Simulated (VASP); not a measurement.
# Si15C7: single point with PBE

The system is Si15C7.

```
Si C
1.0
     7.04985    0.07333   -0.08023
     0.07333    7.44674    0.28042
    -0.08023    0.28042    6.93638
Si C
15 7
Cartesian
  4.8378 1.2484 3.7481
  3.5248 7.3006 8.0916
  1.6575 3.0262 5.1675
  6.0921 2.2369 6.7297
  4.6680 6.0009 3.0051
  3.6173 2.9890 3.2875
  1.7788 8.1987 4.5869
  4.1257 7.0505 5.8740
  1.7228 3.6715 8.4344
  -0.1156 5.3352 3.3368
  -0.4567 -0.0832 5.0109
  7.3753 -0.0765 1.8853
  1.8065 5.7148 6.7795
  6.4459 2.2048 2.1343
  6.1337 4.4028 5.1453
  1.9279 2.5875 6.9790
  2.2887 7.6902 2.5670
  4.3040 1.3664 6.7648
  3.0255 2.0038 6.6556
  7.3407 6.5314 0.1522
  -0.1788 5.5868 6.4071
  0.3045 3.8759 2.3396
```

* Program: VASP 6.6.1
* Task: single point
* Functional: PBE
* Potentials or basis: VASP PAW PBE potentials, release 64 (Si, C)
* Cutoff: 520 eV
* k mesh: 1 × 1 × 1, shifted
* Occupations: fermi-dirac, width 0.2482 eV
* Spin: no spin polarisation
* Dipole correction: no
* Mended: yes
* Further INCAR settings: LREAL = Auto; ALGO = Normal; EDIFF = 1e-06; NBANDS = 61; ISYM = -1

```
Pressure      : -3.7 GPa
Largest force : 4.291 eV/Å
```

Forces in eV/Å, atoms in the order of the input:
```
Si   1.021 -2.045 -0.513
Si  -0.892  0.645  2.998
Si  -0.136  0.694 -1.608
Si  -1.162 -0.556 -1.026
Si  -0.234  0.041  0.381
Si  -2.042  2.845 -0.313
Si   1.378 -1.237 -1.521
Si  -0.785  0.216 -1.918
Si   1.657  1.266  0.769
Si  -0.202 -0.401 -0.756
Si   0.907  0.424  0.632
Si   1.833  0.367 -1.486
Si   1.134 -0.237  0.045
Si  -0.412  0.824  0.744
Si  -0.033 -0.626  2.010
C   -0.793  0.723  0.372
C   -1.416 -0.162  0.379
C   -2.673  0.285  0.020
C    3.981 -1.540  0.444
C   -0.617 -0.326  0.135
C   -0.033  1.062  0.663
C   -0.480 -2.260 -0.453
```

Stress tensor (GPa, compression positive):
```
-1.44 -0.97  1.39
-0.97 -7.14 -0.33
 1.39 -0.33 -2.63
```

Levels at points of the mesh, in eV from the Fermi level:
```tsv
k point	band 43	band 44	band 45	band 46	band 47	band 48
(0.25, 0.25, 0.25)	-0.31	-0.21	-0.01	0.58	0.75	1.08
```

Run time: 100 s on 1 thread of Intel(R) Xeon(R) Platinum 8259CL CPU @ 2.50GHz (Skylake/Cascade Lake) (shared host), peak memory 0.36 GiB.

Caveat: the atoms stand as in a frame of molecular dynamics.
